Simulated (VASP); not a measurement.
## Bi: single point with LDA

Crystal: Bi.

```xyz
1
Lattice="-1.9681 1.9681 1.9681 1.9681 -1.9681 1.9681 1.9681 1.9681 -1.9681" Properties=species:S:1:pos:R:3 pbc="T T T"
Bi    0.0000    0.0000    0.0000
```

```json
{
 "Program": "VASP 6.6.1",
 "Task": "single point",
 "Functional": "LDA",
 "Potentials or basis": "VASP PAW LDA potentials, release 64 (Bi_d)",
 "Cutoff": "520 eV",
 "k mesh": "10 × 10 × 10",
 "Occupations": "methfessel-paxton, width 0.15 eV",
 "Spin": "no spin polarisation"
}
```

```yaml
Pressure: -2.1 GPa
```

Levels at points of the mesh, in eV from the Fermi level:
```csv
k point,band 3,band 4,band 5,band 6,band 7,band 8,band 9,band 10,band 11,band 12
"(0.00, 0.00, 0.00)",-22.98,-22.84,-22.84,-13.67,5.19,5.19,5.19,9.49,10.52,10.52
"(0.50, 0.00, 0.00)",-22.85,-22.85,-22.76,-10.52,-5.19,1.57,3.48,6.11,7.68,12.51
"(0.50, 0.50, 0.50)",-22.78,-22.78,-22.78,-8.33,-1.87,-1.87,-1.87,3.58,3.58,15.39
```

Run time: 11 s on 1 thread of Intel(R) Xeon(R) 6975P-C (Granite Rapids), on a shared host, peak memory 0.14 GiB.

Caveat: spin-orbit coupling is left out, which moves the levels of the heavy elements.
